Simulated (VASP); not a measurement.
Runs of VASP 6.6.1 on Si. The structure is that of space group Fd-3m (No. 227), or close to it. The cells are those of the table. 

```tsv
task	cell	k mesh	smearing	gap on the mesh (eV)	pressure (GPa)
single point	a = 3.840 Å, angles 60.0°, 2 atoms	6 × 6 × 6	gaussian 0.1 eV	(a)	0.3
single point	a = 3.842 Å, angles 60.0°, 2 atoms	10 × 10 × 10	gaussian 0.02 eV	0.47	0.1
relaxation of cell and atoms	relaxed from a = 3.840 Å, angles 60.0°, 2 atoms	10 × 10 × 10	gaussian 0.02 eV	0.47	0.0
single point	a = 3.842 Å, angles 60.0°, 2 atoms	10 × 10 × 10	gaussian 0.01 eV	0.47	0.1
```

Alike in all rows: level PBEsol; potentials or basis VASP PAW PBE potentials, release 64 (Si); no spin polarisation; cutoff (eV) 500.

Problem. Estimate the missing entries.

Solution. (a) 0.58.

Caveats: the PAW data sets were made with another functional, which shifts forces and pressure a little.

A k mesh can miss the band edges.
